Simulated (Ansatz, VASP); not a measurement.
**One calculation of Se, two programs**

```
CELL_PARAMETERS angstrom
0.00000 2.81476 2.81476
2.81476 0.00000 2.81476
2.81476 2.81476 0.00000
ATOMIC_POSITIONS crystal
Se 0.87500 0.87500 0.87500
Se 0.12500 0.12500 0.12500
```

Change from the starting cell: volume scaled by 0.76, PAW files.

Alike in both runs: task single point; functional LDA; k mesh 11 × 11 × 11; occupations fermi-dirac, width 0.08 eV; no spin polarisation.

|  | VASP | Ansatz |
| --- | --- | --- |
| version | VASP 6.6.1 | Ansatz 0.2.0 |
| potentials or method | VASP PAW LDA potentials, release 64 (Se) | PAW with Ansatz's default frozen-core files, scalar-relativistic |
| plane-wave cutoff (eV) | 520 | 420 |
| valence electrons in the cell | 12 | 32 |

```tsv
	VASP	Ansatz	Ansatz less VASP
pressure (GPa)	22.7	22.3	-0.40
```

LDA's correlation is that of Perdew and Zunger in VASP and of Perdew and Wang (1992) in Ansatz. VASP's potentials hold 12 valence electrons a cell and Ansatz's 32, so a difference there can come from the potentials and not from the codes.
